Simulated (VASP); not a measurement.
# Sc (Pm-3m) in VASP: notebook

Runs on Sc. Level: LDA. Tasks: single point.

Program: VASP 6.6.1. These are calculated values, not measurements. Logs are shortened: lines on timing, memory, paths and dates and some standing lists are left out, and cuts for length are marked.

## Step 1: The cell of the first run

It takes space group Pm-3m (No. 221, cubic). The conventional cell has a = 2.096 Å, b = 2.096 Å, c = 2.096 Å, α = 90.00°, β = 90.00°, γ = 90.00°. Sc (site symmetry m-3m) has 6 Sc at 2.10 Å within 2.8 Å.

## Step 2: Single point, LDA (volume scaled by 0.4)

The input, INCAR:

```
ALGO     = Normal         # electronic algorithm
EDIFF    = 1E-7           # SCF threshold, eV
ENCUT    = 520            # plane-wave cutoff, eV
GGA      = CA             # functional
ISIF     = 2              # what is computed and relaxed
ISMEAR   = -1             # smearing method
LASPH    = T              # aspherical terms in the spheres
LCHARG   = F              # write CHGCAR
LREAL    = F              # projectors in reciprocal space
LWAVE    = F              # write WAVECAR
NBANDS   = 12             # bands
NELM     = 80             # most SCF steps
PREC     = Accurate       # precision mode
SIGMA    = 0.05           # smearing width, eV
```

The input, KPOINTS:

```
k-points
0
Gamma
  15 15 15
```

The input, POSCAR:

```
Sc
1.0
    2.0964456456      0.0000000000      0.0000000000
    0.0000000000      2.0964456456      0.0000000000
    0.0000000000      0.0000000000      2.0964456456
Sc
1
Direct
    0.0000000000      0.0000000000      0.0000000000
```

Potentials or basis: VASP PAW LDA potentials, release 64 (Sc_sv).

The run is started by

```console
$ cat potpaw_LDA.64/Sc_sv/POTCAR > POTCAR
$ mpirun -np 1 vasp_std > vasp.out
```

OUTCAR:

```text
EDIFF = 1E-7
   ENCUT = 520
   GGA = CA
   ISIF = 2
   ISMEAR = -1
   LASPH = T
   LREAL = F
   NELM = 80
   PREC = Accurate

 ion  position               nearest neighbor table
   1  0.000  0.000  0.000-

  LATTYP: Found a simple cubic cell.
 ALAT       =     2.0964456456

  Lattice vectors:

 A1 = (   2.0964456456,   0.0000000000,   0.0000000000)
 A2 = (   0.0000000000,   2.0964456456,   0.0000000000)
 A3 = (   0.0000000000,   0.0000000000,   2.0964456456)

Analysis of symmetry for initial positions (statically):
=====================================================================
 Subroutine PRICEL returns:
 Original cell was already a primitive cell.

 Routine SETGRP: Setting up the symmetry group for a
 simple cubic supercell.

 Subroutine GETGRP returns: Found 48 space group operations
 (whereof 48 operations were pure point group operations)
 out of a pool of 48 trial point group operations.

The static configuration has the point symmetry O_h .

Analysis of symmetry for dynamics (positions and initial velocities):
=====================================================================
 Subroutine PRICEL returns:
 Original cell was already a primitive cell.

 Routine SETGRP: Setting up the symmetry group for a
 simple cubic supercell.

 Subroutine GETGRP returns: Found 48 space group operations
 (whereof 48 operations were pure point group operations)
 out of a pool of 48 trial point group operations.

The dynamic configuration has the point symmetry O_h .

 Subroutine INISYM returns: Found 48 space group operations
 (whereof 48 operations are pure point group operations),
 and found     1 'primitive' translations

----------------------------------------------------------------------------------------

                                     Primitive cell

  volume of cell :       9.2141

  direct lattice vectors                    reciprocal lattice vectors
     2.096445646  0.000000000  0.000000000     0.476997819  0.000000000  0.000000000
     0.000000000  2.096445646  0.000000000     0.000000000  0.476997819  0.000000000
     0.000000000  0.000000000  2.096445646     0.000000000  0.000000000  0.476997819

  length of vectors
     2.096445646  2.096445646  2.096445646     0.476997819  0.476997819  0.476997819

  position of ions in fractional coordinates (direct lattice)
     0.000000000  0.000000000  0.000000000

  ion indices of the primitive-cell ions
   primitive index   ion index
                 1           1

----------------------------------------------------------------------------------------

 KPOINTS: k-points

Automatic generation of k-mesh.
 Grid dimensions read from file:
 generate k-points for:   15   15   15

 Generating k-lattice:

  Cartesian coordinates                     Fractional coordinates (reciprocal lattice)
     0.031799855  0.000000000  0.000000000     0.066666667  0.000000000  0.000000000
     0.000000000  0.031799855  0.000000000     0.000000000  0.066666667  0.000000000
     0.000000000  0.000000000  0.031799855     0.000000000  0.000000000  0.066666667

  Length of vectors
     0.031799855  0.031799855  0.031799855

  Shift w.r.t. Gamma in fractional coordinates (k-lattice)
     0.000000000  0.000000000  0.000000000

 Subroutine IBZKPT returns following result:
 ===========================================

 Found    120 irreducible k-points:

 Following reciprocal coordinates:
            Coordinates               Weight
  0.000000  0.000000  0.000000      1.000000
  0.066667  0.000000  0.000000      6.000000
  0.133333  0.000000  0.000000      6.000000
  0.200000  0.000000  0.000000      6.000000
  0.266667  0.000000  0.000000      6.000000
  0.333333  0.000000  0.000000      6.000000
[... 16 lines left out ...]
  0.266667  0.200000  0.000000     24.000000
  0.333333  0.200000  0.000000     24.000000
 [... further k-points ...]
   k-points           NKPTS =    120   k-points in BZ     NKDIM =    120   number of bands    NBANDS=     12
   number of dos      NEDOS =    301   number of ions     NIONS =      1
   total plane-waves  NPLWV =   4096
   dimension x,y,z NGX =    16 NGY =   16 NGZ =   16
   dimension x,y,z NGXF=    32 NGYF=   32 NGZF=   32
   ions per type =               1
   NGX,Y,Z   is equivalent  to a cutoff of  12.69, 12.69, 12.69 a.u.
   NGXF,Y,Z  is equivalent  to a cutoff of  25.38, 25.38, 25.38 a.u.
 SYSTEM =  unknown system
   PREC   = accura    normal or accurate (medium, high low for compatibility)
   ISTART =      0    job   : 0-new  1-cont  2-samecut
   ICHARG =      2    charge: 1-file 2-atom 10-const
   ISPIN  =      1    spin polarized calculation?
   LNONCOLLINEAR =      F non collinear calculations
   LSORBIT =      F    spin-orbit coupling
   LASPH  =      T    aspherical Exc in radial PAW
   ENCUT  =  520.0 eV  38.22 Ry    6.18 a.u.   3.90  3.90  3.90*2*pi/ulx,y,z
   NELM   =     80;   NELMIN=  2; NELMDL= -5     # of ELM steps
   EDIFF  = 0.1E-06   stopping-criterion for ELM
   LREAL  =      F    real-space projection
   EDIFFG = 0.1E-05   stopping-criterion for IOM
   NSW    =      0    number of steps for IOM
   IBRION =     -1    ionic relax: 0-MD 1-quasi-New 2-CG
   NFREE  =      0    steps in history (QN), initial steepest desc. (CG)
   ISIF   =      2    stress and relaxation
   ISYM   =      2    0-nonsym 1-usesym 2-fastsym
   POTIM  = 0.5000    time-step for ionic-motion
   TEBEG  =    0.0;   TEEND  =   0.0 temperature during run
   PSTRESS=    0.0 pullay stress
   NELECT =      11.0000    total number of electrons
   NUPDOWN=      -1.0000    fix difference up-down
   EMIN   =  10.00;   EMAX   =-10.00  energy-range for DOS
   EFERMI =   0.00;   METHOD = LEGACY
   ISMEAR =    -1;   SIGMA  =   0.05  broadening in eV -4-tet -1-fermi 0-gaus
   EFERMI_NEDOS =   21; number of points for ismear=-14 and -15
   IALGO  =     38    algorithm
   IMIX   =      4    mixing-type and parameters
     AMIX     =   0.40;   BMIX     =  1.00
     AMIX_MAG =   1.60;   BMIX_MAG =  1.00
  volume/ion in A,a.u.               =       9.21        62.18
  Fermi-wavevector in a.u.,A,eV,Ry     =   1.736689  3.281867 41.036390  3.016090
  Thomas-Fermi vector in A             =   2.810056
   LORBIT       =      0    0 simple, 1 ext, 2 COOP (PROOUT), +10 PAW based schemes
   GGA     = CA    functional components
   LHFCALC =     F    Hartree Fock is set to
   AEXX    =    0.0000 exact exchange contribution
   IVDW    =     0    specifies the selected vdW correction
   LEPSILON=     F    determine dielectric tensor
   LRPA    =     F    only Hartree local field effects (RPA)
 non-spin polarized calculation
  energy-cutoff  :      520.00
  volume of cell :        9.21
 maximum number of plane-waves:       280
 NGX is ok and might be reduce to    16
   NGX =  7   NGY =  7   NGZ =  7

 number of electron      10.9999998 magnetization

 Free energy of the ion-electron system (eV)
  ---------------------------------------------------
  ext. energy  EPLUGINS =         0.00000000
  ---------------------------------------------------
  free energy    TOTEN  =        -2.05283914 eV

  energy without entropy =       -2.04384251  energy(sigma->0) =       -2.04834083

 E-fermi :  11.5284     XC(G=0): -15.0054

 val. band max:       11.5242182757   @ k =   0.3333   0.2667   0.0000
 cond. band min:      11.5340109584   @ k =   0.4000   0.1333   0.0667
 fundamental gap:      0.0097926827
 Fermi energy:        11.5283940479

 k-point     1 :       0.0000    0.0000    0.0000
  band No.  band energies     occupation
      1     -38.7466      2.00000
      2     -12.8054      2.00000
      3     -12.8054      2.00000
      4     -12.8054      2.00000
      5       8.2111      2.00000
      6       8.3659      2.00000
      7       8.3659      2.00000
      8      21.6621      0.00000
      9      21.6621      0.00000
     10      21.6621      0.00000
     11      38.6679      0.00000
     12      38.6679      0.00000

 k-point     2 :       0.0667    0.0000    0.0000
  band No.  band energies     occupation
      1     -38.6785      2.00000
      2     -13.1973      2.00000
      3     -12.7735      2.00000
      4     -12.7735      2.00000
      5       8.3670      2.00000
      6       8.4357      2.00000
      7       8.8507      2.00000
      8      21.3364      0.00000
      9      21.3364      0.00000
     10      21.6862      0.00000
     11      37.4421      0.00000
     12      39.0426      0.00000

 k-point     3 :       0.1333    0.0000    0.0000
  band No.  band energies     occupation
      1     -38.4819      2.00000
      2     -14.2325      2.00000
      3     -12.6824      2.00000
      4     -12.6824      2.00000
      5       8.6373      2.00000
      6       8.7187      2.00000
      7      10.2486      2.00000
      8      20.4775      0.00000
      9      20.4775      0.00000
     10      21.7547      0.00000
     11      35.1056      0.00000
     12      40.0570      0.00000
[... 286 lines left out ...]
 k-point    23 :       0.2667    0.2000    0.0000
  band No.  band energies     occupation
      1     -37.2659      2.00000
      2     -16.6455      2.00000
      3     -15.0149      2.00000
      4     -12.1382      2.00000
      5      10.2139      2.00000
      6      11.2398      1.99379
      7      14.3896      0.00000
      8      18.1299      0.00000
      9      18.4839      0.00000
     10      19.9352      0.00000
     11      32.0966      0.00000
     12      35.9773      0.00000

 k-point    24 :       0.3333    0.2000    0.0000
  band No.  band energies     occupation
      1     -36.8985      2.00000
      2     -17.8880      2.00000
      3     -14.7876      2.00000
      4     -11.9847      2.00000
      5      10.2538      2.00000
      6      11.1125      1.99951
      7      15.1034      0.00000
      8      17.5342      0.00000
      9      19.3041      0.00000
     10      20.0911      0.00000
     11      30.6558      0.00000
     12      36.2362      0.00000

 [... further k-points ...]
[... 5 lines left out ...]
  --------------------------------------------------------------------------------------
  -------------------------------------------------------------------------------------
  Total       11.4210251     11.4210251     11.4210251     -0.0000000     -0.0000000      0.0000000
  in kB     1985.9341581   1985.9341581   1985.9341581     -0.0000000     -0.0000000      0.0000000
  external PRESSURE =    1985.9341581 kB  Pullay stress =       0.0000000 kB

 VOLUME and BASIS-vectors are now :
 -----------------------------------------------------------------------------
  energy-cutoff  :      520.00
  volume of cell :        9.21
      direct lattice vectors                 reciprocal lattice vectors
     2.096445646  0.000000000  0.000000000     0.476997819  0.000000000  0.000000000
     0.000000000  2.096445646  0.000000000     0.000000000  0.476997819  0.000000000
     0.000000000  0.000000000  2.096445646     0.000000000  0.000000000  0.476997819

 POSITION                                       TOTAL-FORCE (eV/Angst)
 -----------------------------------------------------------------------------------
      0.00000      0.00000      0.00000         0.000000      0.000000      0.000000
 -----------------------------------------------------------------------------------
    total drift:                               -0.000000      0.000000      0.000000

  FREE ENERGIE OF THE ION-ELECTRON SYSTEM (eV)
  ---------------------------------------------------
  free  energy   TOTEN  =        -2.0528391431 eV

  energy  without entropy=       -2.0438425114  energy(sigma->0) =       -2.04834083
```

It took 4.8 s on 1 thread of AMD EPYC 9R45 (Zen 5), shared host; peak memory 0.09 GiB.

What came out:

```yaml
Free_energy: -2.0528 eV
Pressure: 198.6 GPa
```

Levels at points of the mesh, in eV from the Fermi level:
```
           k point  band 2  band 3  band 4  band 5  band 6  band 7  band 8  band 9
(0.00, 0.00, 0.00)  -24.33  -24.33  -24.33   -3.32   -3.16   -3.16   10.13   10.13
```

## Step 3: Single point, LDA (volume scaled by 0.4)

The input, INCAR:

```
PREC = Accurate ; ENCUT = 520
EDIFF = 1E-6 ; ISMEAR = -1
SIGMA = 0.05 ; LREAL = F
LASPH = T ; NELM = 60
ALGO = Normal ; ISIF = 2
LWAVE = F ; LCHARG = F
NBANDS = 12
```

The input, KPOINTS:

```
Automatic mesh
0
Gamma
  15 15 15
```

POSCAR is that of step 2.

Potentials or basis: VASP PAW LDA potentials, release 64 (Sc_sv).

The run is started by

```console
$ cat potpaw_LDA.64/Sc_sv/POTCAR > POTCAR
$ mpirun -np 1 vasp_std > vasp.out
```

Wall time 4.8 s (1 thread of AMD EPYC 9R45 (Zen 5), shared host); peak memory 0.09 GiB.

It converged, with:

| Property | Result |
| --- | --- |
| Free energy | -2.0528 eV |
| Pressure | 198.6 GPa |

Levels at points of the mesh, in eV from the Fermi level:
```tsv
k point	band 3	band 4	band 5	band 6	band 7	band 8
(0.00, 0.00, 0.00)	-24.33	-24.33	-3.32	-3.16	-3.16	10.13
```

## Step 4: Single point, LDA (volume scaled by 0.4)

The input, INCAR:

```
SYSTEM = Sc
  ALGO = Normal
  EDIFF = 1E-7
  ENCUT = 520
  GGA = CA
  ISIF = 2
  ISMEAR = -1
  LASPH = .True.
  LCHARG = .True.
  LELF = .True.
  LREAL = .False.
  LVHAR = .True.
  LWAVE = .False.
  NBANDS = 12
  NELM = 80
  PREC = Accurate
  SIGMA = 0.05
```

The input, KPOINTS:

```
k-points
0
Gamma
  15 15 15
  0 0 0
```

POSCAR is that of step 3.

The run is started by

```console
$ cat potpaw_LDA.64/Sc_sv/POTCAR > POTCAR
$ mpirun -np 1 vasp_std > vasp.out
```

Wall time 5.2 s (1 thread of AMD EPYC 9R45 (Zen 5), shared host); peak memory 0.09 GiB.

It converged, with:

| Item | Value |
| --- | --- |
| Free energy | -2.0528 eV |
| Pressure | 198.6 GPa |

Levels at points of the mesh, in eV from the Fermi level:
```tsv
k point	band 3	band 4	band 5	band 6	band 7	band 8
(0.00, 0.00, 0.00)	-24.33	-24.33	-3.32	-3.16	-3.16	10.13
```

## Step 5: Single point, LDA (volume scaled by 0.4)

The input, INCAR:

```
SYSTEM = Sc
PREC = Accurate
ENCUT = 520
EDIFF = 1E-7
ISMEAR = -1
SIGMA = 0.05
LREAL = .False.
LASPH = .True.
NELM = 100
ALGO = Normal
ISIF = 2
LWAVE = .False.
LCHARG = .False.
NBANDS = 12
```

The input, KPOINTS:

```
regular mesh
0
Gamma
  15 15 15
  0 0 0
```

POSCAR is that of step 4.

The run is started by

```console
$ cat potpaw_LDA.64/Sc_sv/POTCAR > POTCAR
$ mpirun -np 1 vasp_std > vasp.out
```

It took 5.3 s on 1 thread of AMD EPYC 9R45 (Zen 5), shared host; peak memory 0.09 GiB.

Results (log left out):

```yaml
Free_energy: -2.0528 eV
Pressure: 198.6 GPa
```

Levels at points of the mesh, in eV from the Fermi level:
```csv
k point,band 3,band 4,band 5,band 6,band 7,band 8
"(0.00, 0.00, 0.00)",-24.33,-24.33,-3.32,-3.16,-3.16,10.13
```

## Step 6: Single point, LDA (volume scaled by 0.45)

The input, INCAR:

```
ALGO = Normal ; EDIFF = 1E-6
ENCUT = 520 ; GGA = CA
ISIF = 2 ; ISMEAR = -1
LASPH = T ; LCHARG = T
LELF = T ; LREAL = F
LVHAR = T ; LWAVE = F
NBANDS = 12 ; NELM = 80
PREC = Accurate ; SIGMA = 0.05
```

The input, KPOINTS:

```
k-points
0
Gamma
  15 15 15
```

The input, POSCAR:

```
Sc
1.0
    2.1803913366      0.0000000000      0.0000000000
    0.0000000000      2.1803913366      0.0000000000
    0.0000000000      0.0000000000      2.1803913366
Sc
1
Direct
    0.0000000000      0.0000000000      0.0000000000
```

Potentials or basis: VASP PAW LDA potentials, release 64 (Sc_sv).

The run is started by

```console
$ cat potpaw_LDA.64/Sc_sv/POTCAR > POTCAR
$ mpirun -np 1 vasp_std > vasp.out
```

Run time: 5.8 s. Hardware: 1 thread of AMD EPYC 9R45 (Zen 5), shared host; peak memory 0.09 GiB.

Results (log left out):

* Free energy: -3.2350 eV
* Pressure: 135.6 GPa

Levels at points of the mesh, in eV from the Fermi level:
```
           k point  band 3  band 4  band 5  band 6  band 7  band 8
(0.00, 0.00, 0.00)  -24.80  -24.80   -4.04   -2.61   -2.61    9.20
```
